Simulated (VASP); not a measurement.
# WSe2 (P6_3/mmc) in VASP: further runs, part 2 of 2

VASP 6.6.1. Earlier steps stand in the parts before.

### Step 3. Single point, r2SCAN (strain +3.0%)

The input, POSCAR:

```
WSe2
1.0
    3.3986574696      0.0000000000      0.0000000000
   -1.6993287348      2.9433237074      0.0000000000
    0.0000000000      0.0000000000     13.5431619350
W Se
2 4
Direct
    0.3333333333      0.6666666667      0.2500000000
    0.6666666667      0.3333333333      0.7500000000
    0.6666666667      0.3333333333      0.3707159077
    0.6666666667      0.3333333333      0.1292840923
    0.3333333333      0.6666666667      0.8707159077
    0.3333333333      0.6666666667      0.6292840923
```

The input, INCAR.step1:

```
SYSTEM = WSe2
PREC = Accurate ; ENCUT = 520
ISMEAR = 0 ; SIGMA = 0.01
LREAL = .FALSE. ; LASPH = .TRUE.
NELM = 60 ; NBANDS = 35
GGA = PE ; ALGO = Normal
EDIFF = 1E-4 ; LWAVE = .TRUE.
LCHARG = .FALSE.
```

The input, INCAR.step2:

```
SYSTEM = WSe2
PREC = Accurate ; ENCUT = 520
EDIFF = 1E-6 ; ISMEAR = 0
SIGMA = 0.01 ; LREAL = .FALSE.
LASPH = .TRUE. ; NELM = 60
ALGO = Normal ; ISIF = 2
LWAVE = .FALSE. ; LCHARG = .FALSE.
METAGGA = R2SCAN ; LMIXTAU = .TRUE.
NBANDS = 35 ; ISTART = 1
```

The input, KPOINTS:

```
regular mesh
0
G
  12 12 2
  0 0 0
```

Potentials or basis: VASP PAW PBE potentials, release 64 (W_sv, Se).

Run with:

```console
$ cat potpaw_PBE.64/W_sv/POTCAR potpaw_PBE.64/Se/POTCAR > POTCAR
$ cp INCAR.step1 INCAR
$ mpirun -np 1 vasp_std > vasp.out
$ cp INCAR.step2 INCAR
$ mpirun -np 1 vasp_std > vasp.out
```

OUTCAR:

```text
SYSTEM = WSe2
   PREC = Accurate
   ENCUT = 520
   EDIFF = 1E-6
   ISMEAR = 0
   LREAL = .FALSE.
   LASPH = .TRUE.
   NELM = 60
   ISIF = 2
   METAGGA = R2SCAN
   ISTART = 1

 ion  position               nearest neighbor table
   1  0.333  0.667  0.250-   3 2.55   4 2.55   3 2.55   4 2.55   3 2.55   4 2.55
   2  0.667  0.333  0.750-   5 2.55   6 2.55   5 2.55   6 2.55   5 2.55   6 2.55
   3  0.667  0.333  0.371-   1 2.55   1 2.55   1 2.55
   4  0.667  0.333  0.129-   1 2.55   1 2.55   1 2.55
   5  0.333  0.667  0.871-   2 2.55   2 2.55   2 2.55
   6  0.333  0.667  0.629-   2 2.55   2 2.55   2 2.55

  LATTYP: Found a hexagonal cell.
 ALAT       =     3.3986574696
 C/A-ratio  =     3.9848563900

  Lattice vectors:

 A1 = (   3.3986574696,   0.0000000000,   0.0000000000)
 A2 = (  -1.6993287348,   2.9433237074,   0.0000000000)
 A3 = (   0.0000000000,   0.0000000000,  13.5431619350)

Analysis of symmetry for initial positions (statically):
=====================================================================
[... 186 lines left out ...]
 cond. band min:       5.9366442710   @ k =   0.3333   0.3333   0.0000
 fundamental gap:      0.9048395915
 Fermi energy:         5.3247864221

 k-point     1 :       0.0000    0.0000    0.0000
  band No.  band energies     occupation
      1     -71.4877      2.00000
      2     -71.4877      2.00000
      3     -35.0089      2.00000
      4     -35.0089      2.00000
      5     -34.9821      2.00000
      6     -34.9821      2.00000
[... 901 lines left out ...]
     34       8.8612      0.00000
     35      10.8483      0.00000

 [... further k-points ...]

------------------------ aborting loop because EDIFF is reached ----------------------------------------

  FORCE on cell =-STRESS in cart. coord.  units (eV):
  Direction    XX          YY          ZZ          XY          YZ          ZX
  --------------------------------------------------------------------------------------
  -------------------------------------------------------------------------------------
  Total       -4.2848933     -4.2848933      0.0521115      0.0000000      0.0000000      0.0000000
  in kB      -50.6739900    -50.6739900      0.6162806      0.0000000      0.0000000      0.0000000
  external PRESSURE =     -33.5772331 kB  Pullay stress =       0.0000000 kB

 VOLUME and BASIS-vectors are now :
 -----------------------------------------------------------------------------
  energy-cutoff  :      520.00
  volume of cell :      135.48
      direct lattice vectors                 reciprocal lattice vectors
     3.398657470  0.000000000  0.000000000     0.294233829  0.169875980  0.000000000
    -1.699328735  2.943323707  0.000000000     0.000000000  0.339751961  0.000000000
     0.000000000  0.000000000 13.543161935     0.000000000  0.000000000  0.073838001

 POSITION                                       TOTAL-FORCE (eV/Angst)
 -----------------------------------------------------------------------------------
     -0.00000      1.96222      3.38579         0.000000      0.000000      0.000000
      1.69933      0.98111     10.15737        -0.000000      0.000000      0.000000
      1.69933      0.98111      5.02067        -0.000000     -0.000000      0.006092
      1.69933      0.98111      1.75092        -0.000000      0.000000     -0.006092
     -0.00000      1.96222     11.79225         0.000000     -0.000000      0.006092
     -0.00000      1.96222      8.52250        -0.000000     -0.000000     -0.006092
 -----------------------------------------------------------------------------------
    total drift:                               -0.000000      0.000000     -0.000000

  FREE ENERGIE OF THE ION-ELECTRON SYSTEM (eV)
  ---------------------------------------------------
  free  energy   TOTEN  =      -163.4895896797 eV

  energy  without entropy=     -163.4895896797  energy(sigma->0) =     -163.48958968
```

Run time: 24 min. Hardware: 1 thread of Intel Xeon 8259CL, shared host; peak memory 0.4 GiB.

Results:

| Property | Result |
| --- | --- |
| Free energy | -163.4896 eV |
| Pressure | -3.4 GPa |
| Largest force | 0.006 eV/Å |
| Band gap on the k mesh | 0.90 eV (least direct gap 1.30 eV) |

Forces in eV/Å, atoms in the order of the input:
```
W    0.000  0.000  0.000
W    0.000  0.000  0.000
Se   0.000  0.000  0.006
Se   0.000  0.000 -0.006
Se   0.000  0.000  0.006
Se   0.000  0.000 -0.006
```

Stress tensor (GPa, compression positive):
```
-5.07  0.00  0.00
 0.00 -5.07  0.00
 0.00  0.00  0.06
```

Levels at points of the mesh, in eV from the valence-band top:
```
           k point  band 22  band 23  band 24  band 25  band 26  band 27  band 28  band 29  band 30  band 31
(0.00, 0.00, 0.00)    -1.98    -1.98    -1.36    -0.75     0.00     2.44     2.44     2.46     2.46     2.63
(0.50, 0.00, 0.00)    -2.38    -1.81    -1.70    -1.42    -1.31     1.76     1.79     2.12     2.22     3.17
(0.00, 0.00, 0.50)    -2.00    -2.00    -2.00    -0.20    -0.20     2.45     2.45     2.45     2.45     2.69
(0.50, 0.00, 0.50)    -2.45    -1.76    -1.76    -1.35    -1.35     1.78     1.78     2.18     2.18     3.48
```

Caveat: the cell differs from its parent crystal (strain +3.0%); the stress differs along the axes, from -5 to 0 GPa; the PAW data sets were made with another functional, which shifts forces and pressure a little; spin-orbit coupling is left out, which moves the levels of the heavy elements. A k mesh can miss the band edges.

### Step 4. Single point, r2SCAN (strain +4.0%)

The input, POSCAR:

```
WSe2
1.0
    3.4316541440      0.0000000000      0.0000000000
   -1.7158270720      2.9718996657      0.0000000000
    0.0000000000      0.0000000000     13.6746489440
W Se
2 4
Direct
    0.3333333333      0.6666666667      0.2500000000
    0.6666666667      0.3333333333      0.7500000000
    0.6666666667      0.3333333333      0.3688151920
    0.6666666667      0.3333333333      0.1311848080
    0.3333333333      0.6666666667      0.8688151920
    0.3333333333      0.6666666667      0.6311848080
```

The input, INCAR.step1:

```
PREC = Accurate ; ENCUT = 520
ISMEAR = 0 ; SIGMA = 0.01
LREAL = False ; LASPH = True
NELM = 80 ; NBANDS = 35
GGA = PE ; ALGO = Normal
EDIFF = 1E-4 ; LWAVE = True
LCHARG = False
```

The input, INCAR.step2:

```
PREC = Accurate ; ENCUT = 520
EDIFF = 1E-6 ; ISMEAR = 0
SIGMA = 0.01 ; LREAL = False
LASPH = True ; NELM = 80
ALGO = Normal ; ISIF = 2
LWAVE = False ; LCHARG = False
METAGGA = R2SCAN ; LMIXTAU = True
NBANDS = 35 ; ISTART = 1
```

The input, KPOINTS:

```
Automatic mesh
0
Gamma
  12 12 2
```

Potentials or basis: VASP PAW PBE potentials, release 64 (W_sv, Se).

Run with:

```console
$ cat potpaw_PBE.64/W_sv/POTCAR potpaw_PBE.64/Se/POTCAR > POTCAR
$ cp INCAR.step1 INCAR
$ mpirun -np 1 vasp_std > vasp.out
$ cp INCAR.step2 INCAR
$ mpirun -np 1 vasp_std > vasp.out
```

OUTCAR:

```text
PREC = Accurate
   ENCUT = 520
   EDIFF = 1E-6
   ISMEAR = 0
   LREAL = False
   LASPH = True
   NELM = 80
   ISIF = 2
   METAGGA = R2SCAN
   ISTART = 1

 ion  position               nearest neighbor table
   1  0.333  0.667  0.250-   3 2.56   4 2.56   3 2.56   4 2.56   3 2.56   4 2.56
   2  0.667  0.333  0.750-   5 2.56   6 2.56   5 2.56   6 2.56   5 2.56   6 2.56
   3  0.667  0.333  0.369-   1 2.56   1 2.56   1 2.56
   4  0.667  0.333  0.131-   1 2.56   1 2.56   1 2.56
   5  0.333  0.667  0.869-   2 2.56   2 2.56   2 2.56
   6  0.333  0.667  0.631-   2 2.56   2 2.56   2 2.56
[... 1122 lines left out ...]
  -------------------------------------------------------------------------------------
  Total       -5.9777330     -5.9777330     -0.1550177      0.0000000      0.0000000      0.0000000
  in kB      -68.6741440    -68.6741440     -1.7808942      0.0000000      0.0000000      0.0000000
  external PRESSURE =     -46.3763941 kB  Pullay stress =       0.0000000 kB

 VOLUME and BASIS-vectors are now :
 -----------------------------------------------------------------------------
  energy-cutoff  :      520.00
  volume of cell :      139.46
      direct lattice vectors                 reciprocal lattice vectors
     3.431654144  0.000000000  0.000000000     0.291404657  0.168242557  0.000000000
    -1.715827072  2.971899666  0.000000000     0.000000000  0.336485115  0.000000000
     0.000000000  0.000000000 13.674648944     0.000000000  0.000000000  0.073128020

 POSITION                                       TOTAL-FORCE (eV/Angst)
 -----------------------------------------------------------------------------------
     -0.00000      1.98127      3.41866        -0.000000      0.000000     -0.000000
      1.71583      0.99063     10.25599        -0.000000      0.000000     -0.000000
      1.71583      0.99063      5.04342         0.000000     -0.000000      0.006102
      1.71583      0.99063      1.79391         0.000000     -0.000000     -0.006102
     -0.00000      1.98127     11.88074         0.000000      0.000000      0.006102
     -0.00000      1.98127      8.63123        -0.000000      0.000000     -0.006102
 -----------------------------------------------------------------------------------
    total drift:                                0.000000     -0.000000      0.000000

  FREE ENERGIE OF THE ION-ELECTRON SYSTEM (eV)
  ---------------------------------------------------
  free  energy   TOTEN  =      -163.3899466083 eV

  energy  without entropy=     -163.3899466083  energy(sigma->0) =     -163.38994661
```

OSZICAR.step1:

```text
N       E                     dE             d eps       ncg     rms          rms(c)
DAV:   1     0.489920084529E+03    0.48992E+03   -0.27582E+04  2956   0.141E+03
DAV:   2    -0.142015372448E+02   -0.50412E+03   -0.48762E+03  3184   0.374E+02
DAV:   3    -0.445345247277E+02   -0.30333E+02   -0.29835E+02  3304   0.870E+01
DAV:   4    -0.452499201292E+02   -0.71540E+00   -0.71096E+00  3202   0.137E+01
DAV:   5    -0.452615707858E+02   -0.11651E-01   -0.11628E-01  3251   0.183E+00    0.268E+01
DAV:   6    -0.434782100196E+02    0.17834E+01   -0.77872E+00  2957   0.176E+01    0.906E+00
DAV:   7    -0.432168596863E+02    0.26135E+00   -0.25730E+00  2793   0.836E+00    0.543E+00
DAV:   8    -0.430628863106E+02    0.15397E+00   -0.32476E-01  3004   0.389E+00    0.116E+00
DAV:   9    -0.430644656293E+02   -0.15793E-02   -0.47673E-02  3171   0.107E+00    0.694E-01
DAV:  10    -0.430639985474E+02    0.46708E-03   -0.99408E-03  2929   0.669E-01    0.169E-01
DAV:  11    -0.430639619249E+02    0.36623E-04   -0.14639E-03  2926   0.247E-01    0.127E-01
DAV:  12    -0.430639422487E+02    0.19676E-04   -0.60668E-05  1749   0.508E-02
   1 F= -.43063942E+02 E0= -.43063942E+02  d E =0.000000E+00
```

Run time: 23 min. Hardware: 1 thread of Intel Xeon 8259CL, shared host; peak memory 0.41 GiB.

What came out:

* Free energy: -163.3899 eV
* Pressure: -4.6 GPa
* Largest force: 0.006 eV/Å
* Band gap on the k mesh: 0.76 eV (least direct gap 1.22 eV)

Forces in eV/Å, atoms in the order of the input:
```
W    0.000  0.000  0.000
W    0.000  0.000  0.000
Se   0.000  0.000  0.006
Se   0.000  0.000 -0.006
Se   0.000  0.000  0.006
Se   0.000  0.000 -0.006
```

Stress tensor (GPa, compression positive):
```
-6.87  0.00  0.00
 0.00 -6.87  0.00
 0.00  0.00 -0.18
```

Levels at points of the mesh, in eV from the valence-band top:
```
           k point  band 22  band 23  band 24  band 25  band 26  band 27  band 28  band 29  band 30  band 31
(0.00, 0.00, 0.00)    -2.08    -2.08    -1.36    -0.66     0.00     2.34     2.34     2.36     2.36     2.56
(0.50, 0.00, 0.00)    -2.33    -1.92    -1.82    -1.40    -1.30     1.63     1.65     1.98     2.04     3.12
(0.00, 0.00, 0.50)    -2.09    -2.09    -2.09    -0.19    -0.19     2.35     2.35     2.35     2.35     2.61
(0.50, 0.00, 0.50)    -2.38    -1.87    -1.87    -1.34    -1.34     1.64     1.64     2.02     2.02     3.41
```

Caveat: the cell differs from its parent crystal (strain +4.0%); the stress differs along the axes, from -7 to -0 GPa; the PAW data sets were made with another functional, which shifts forces and pressure a little; spin-orbit coupling is left out, which moves the levels of the heavy elements. A k mesh can miss the band edges.

### Step 5. Summary

```csv
cell,gap on the mesh (eV),pressure (GPa),largest force (eV/Å)
"a = 3.366, b = 3.366, c = 13.412 Å, angles 90.0, 90.0, 120.0°, 6 atoms, strain +2.0%",1.06,-1.9,0.01
"a = 3.399, b = 3.399, c = 13.543 Å, angles 90.0, 90.0, 120.0°, 6 atoms, strain +3.0%",0.90,-3.4,0.01
"a = 3.432, b = 3.432, c = 13.675 Å, angles 90.0, 90.0, 120.0°, 6 atoms, strain +4.0%",0.76,-4.6,0.01
```

Alike in all rows: task single point; level r2SCAN; potentials or basis VASP PAW PBE potentials, release 64 (W_sv, Se); no spin polarisation; k mesh 12 × 12 × 2; cutoff (eV) 520; smearing gaussian 0.01 eV.

Caveats: the PAW data sets were made with another functional, which shifts forces and pressure a little; spin-orbit coupling is left out, which moves the levels of the heavy elements; the stress differs along the axes, from -5 to 0 GPa (at least some runs); the stress differs along the axes, from -7 to -0 GPa (at least some runs).

Absolute energies hang on the potentials; compare differences alone.
